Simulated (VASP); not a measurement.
# Li (I4/mmm) in VASP: notebook, part 2 of 2

VASP 6.6.1.

**3. Single point, PBEsol (strain +0.040 along x and y, +0.080 along z)**

INCAR reads:

```
PREC     = Accurate       # precision mode
ENCUT    = 520            # plane-wave cutoff, eV
EDIFF    = 1E-6           # SCF threshold, eV
ISMEAR   = 0              # smearing method
SIGMA    = 0.15           # smearing width, eV
LREAL    = F              # projectors in reciprocal space
LASPH    = T              # aspherical terms in the spheres
NELM     = 100            # most SCF steps
ALGO     = Normal         # electronic algorithm
ISIF     = 2              # what is computed and relaxed
LWAVE    = F              # write WAVECAR
LCHARG   = F              # write CHGCAR
GGA      = PS             # functional
NBANDS   = 8              # bands
```

KPOINTS reads:

```
regular mesh
0
Gamma
  20 20 20
```

POSCAR reads:

```
Li
1.0
   -1.8200000000      1.8200000000      1.8900000000
    1.8200000000     -1.8200000000      1.8900000000
    1.8200000000      1.8200000000     -1.8900000000
Li
1
Direct
    0.0000000000      0.0000000000      0.0000000000
```

Potentials or basis: VASP PAW PBE potentials, release 64 (Li_sv).

Started as:

```
cat potpaw_PBE.64/Li_sv/POTCAR > POTCAR
mpirun -np 1 vasp_std > vasp.out
```

OUTCAR:

```text
PREC = Accurate
   ENCUT = 520
   EDIFF = 1E-6
   ISMEAR = 0
   LREAL = F
   LASPH = T
   NELM = 100
   ISIF = 2
   GGA = PS

 ion  position               nearest neighbor table
   1  0.000  0.000  0.000-

  LATTYP: Found a body centered tetragonal cell.
 ALAT       =     3.6400000000
 C/A-ratio  =     1.0384615385

  Lattice vectors:

 A1 = (  -1.8200000000,   1.8200000000,   1.8900000000)
 A2 = (   1.8200000000,  -1.8200000000,   1.8900000000)
 A3 = (   1.8200000000,   1.8200000000,  -1.8900000000)

Analysis of symmetry for initial positions (statically):
=====================================================================
 Subroutine PRICEL returns:
 Original cell was already a primitive cell.

 Routine SETGRP: Setting up the symmetry group for a
 body centered tetragonal supercell.

 Subroutine GETGRP returns: Found 16 space group operations
 (whereof 16 operations were pure point group operations)
 out of a pool of 16 trial point group operations.

The static configuration has the point symmetry D_4h.

Analysis of symmetry for dynamics (positions and initial velocities):
=====================================================================
 Subroutine PRICEL returns:
 Original cell was already a primitive cell.

 Routine SETGRP: Setting up the symmetry group for a
 body centered tetragonal supercell.

 Subroutine GETGRP returns: Found 16 space group operations
 (whereof 16 operations were pure point group operations)
 out of a pool of 16 trial point group operations.

The dynamic configuration has the point symmetry D_4h.

 Subroutine INISYM returns: Found 16 space group operations
 (whereof 16 operations are pure point group operations),
 and found     1 'primitive' translations

----------------------------------------------------------------------------------------

[... 109 lines left out ...]
     AMIX     =   0.40;   BMIX     =  1.00
     AMIX_MAG =   1.60;   BMIX_MAG =  1.00
  volume/ion in A,a.u.               =      25.04       168.99
  Fermi-wavevector in a.u.,A,eV,Ry     =   0.807038  1.525080  8.861605  0.651310
  Thomas-Fermi vector in A             =   1.915582
   LORBIT       =      0    0 simple, 1 ext, 2 COOP (PROOUT), +10 PAW based schemes
   GGA     = PS    functional components
   LHFCALC =     F    Hartree Fock is set to
   AEXX    =    0.0000 exact exchange contribution
   IVDW    =     0    specifies the selected vdW correction
   LEPSILON=     F    determine dielectric tensor
   LRPA    =     F    only Hartree local field effects (RPA)
 non-spin polarized calculation
 Gauss-broadening in eV      SIGMA  =   0.15
  energy-cutoff  :      520.00
  volume of cell :       25.04
 maximum number of plane-waves:       695
   NGX = 11   NGY = 11   NGZ = 11

 number of electron       3.0000000 magnetization

 Free energy of the ion-electron system (eV)
  ---------------------------------------------------
  ext. energy  EPLUGINS =         0.00000000
  ---------------------------------------------------
  free energy    TOTEN  =        -1.93425192 eV

  energy without entropy =       -1.92875043  energy(sigma->0) =       -1.93150118

 E-fermi :   0.1004     XC(G=0):  -6.5225

 val. band max:        0.0986364738   @ k =   0.5000   0.2000   0.0000
 cond. band min:       0.1177798851   @ k =  -0.3000   0.3500   0.2500
 fundamental gap:      0.0191434113
 Fermi energy:         0.1003766587

 k-point     1 :       0.0000    0.0000    0.0000
  band No.  band energies     occupation
      1     -46.1983      2.00000
      2      -3.1788      2.00000
      3      12.5830      0.00000
      4      12.7237      0.00000
      5      12.7238      0.00000
      6      16.7358      0.00000
      7      16.7358      0.00000
      8      17.5160      0.00000
[... 243 lines left out ...]
 k-point    24 :      -0.3500    0.0500   -0.0000
  band No.  band energies     occupation
      1     -46.1921      2.00000
      2      -1.3325      2.00000
      3       5.5443      0.00000
      4       9.6586      0.00000
      5      10.6526      0.00000
      6      13.4160      0.00000
      7      14.6806      0.00000
      8      17.5602      0.00000

 [... further k-points ...]

------------------------ aborting loop because EDIFF is reached ----------------------------------------

  FORCE on cell =-STRESS in cart. coord.  units (eV):
  Direction    XX          YY          ZZ          XY          YZ          ZX
  --------------------------------------------------------------------------------------
  -------------------------------------------------------------------------------------
  Total       -0.3304471     -0.3304471     -0.3308442      0.0000000     -0.0000000      0.0000000
  in kB      -21.1420926    -21.1420926    -21.1674971      0.0000000     -0.0000000      0.0000000
  external PRESSURE =     -21.1505607 kB  Pullay stress =       0.0000000 kB

 VOLUME and BASIS-vectors are now :
 -----------------------------------------------------------------------------
  energy-cutoff  :      520.00
  volume of cell :       25.04
      direct lattice vectors                 reciprocal lattice vectors
    -1.820000000  1.820000000  1.890000000     0.000000000  0.274725275  0.264550265
     1.820000000 -1.820000000  1.890000000     0.274725275  0.000000000  0.264550265
     1.820000000  1.820000000 -1.890000000     0.274725275  0.274725275  0.000000000

 POSITION                                       TOTAL-FORCE (eV/Angst)
 -----------------------------------------------------------------------------------
      0.00000      0.00000      0.00000        -0.000000      0.000000     -0.000000
 -----------------------------------------------------------------------------------
    total drift:                               -0.000000     -0.000000      0.000000

  FREE ENERGIE OF THE ION-ELECTRON SYSTEM (eV)
  ---------------------------------------------------
  free  energy   TOTEN  =        -1.9342519231 eV

  energy  without entropy=       -1.9287504344  energy(sigma->0) =       -1.93150118
```

OSZICAR:

```text
N       E                     dE             d eps       ncg     rms          rms(c)
DAV:   1    -0.101551604365E+00   -0.10155E+00   -0.69654E+02 10280   0.254E+02
DAV:   2    -0.190826619329E+01   -0.18067E+01   -0.17597E+01 15048   0.349E+01
DAV:   3    -0.193655292613E+01   -0.28287E-01   -0.28244E-01 11536   0.337E+00
DAV:   4    -0.193707770354E+01   -0.52478E-03   -0.52474E-03 15360   0.393E-01
DAV:   5    -0.193707971135E+01   -0.20078E-05   -0.20078E-05 11952   0.207E-02    0.495E-01
DAV:   6    -0.193502524910E+01    0.20545E-02   -0.54392E-04 15504   0.109E-01    0.279E-01
DAV:   7    -0.193425074076E+01    0.77451E-03   -0.13028E-03 16072   0.178E-01    0.251E-02
DAV:   8    -0.193425256991E+01   -0.18292E-05   -0.89137E-05 11392   0.597E-02    0.249E-03
DAV:   9    -0.193425192306E+01    0.64685E-06   -0.12311E-06 15104   0.957E-03
   1 F= -.19342519E+01 E0= -.19315012E+01  d E =-.550149E-02
```

stdout:

```text
POSCAR found type information on POSCAR Li
 POSCAR found :  1 types and       1 ions
 scaLAPACK will be used
 -----------------------------------------------------------------------------
|                                                                             |
|                                                                             |
|     You enforced a specific xc type in the INCAR file but a different       |
|     I HOPE YOU KNOW WHAT YOU ARE DOING!                                     |
|                                                                             |
 -----------------------------------------------------------------------------

 LDA part: xc-table for (Slater+PW92), standard interpolation
 POSCAR, INCAR and KPOINTS ok, starting setup
 FFT: planning ... GRIDC
 FFT: planning ... GRID_SOFT
 FFT: planning ... GRID
 WAVECAR not read
 entering main loop
```

Wall time 2.2 min (1 thread of AMD EPYC 7R13, shared host); peak memory 0.18 GiB.

What came out:

| Item | Value |
| --- | --- |
| Free energy | -1.9343 eV |
| Band gap on the k mesh | zero (an odd number of electrons rules out a gap without spin polarisation) |

Levels at points of the mesh, in eV from the Fermi level:
| k point | band 1 | band 2 | band 3 | band 4 | band 5 | band 6 | band 7 |
| --- | --- | --- | --- | --- | --- | --- | --- |
| (0.00, 0.00, 0.00) | -46.30 | -3.28 | 12.48 | 12.62 | 12.62 | 16.64 | 16.64 |
| (0.50, 0.00, 0.00) | -46.29 | 0.23 | 2.55 | 9.12 | 10.48 | 12.15 | 14.75 |
| (0.50, 0.50, 0.00) | -46.29 | 0.38 | 2.76 | 8.68 | 9.88 | 11.52 | 14.38 |
| (0.50, 0.50, 0.50) | -46.28 | 4.34 | 5.06 | 5.06 | 6.62 | 7.11 | 11.10 |

Caveat: the cell differs from its parent crystal (strain +0.040 along x and y, +0.080 along z); the cutoff is under 1.25 times the usual one of these potentials, so pressure, stress and relaxed cells hold a basis-set (Pulay) error; the PAW data sets were made with another functional, which shifts forces and pressure a little.
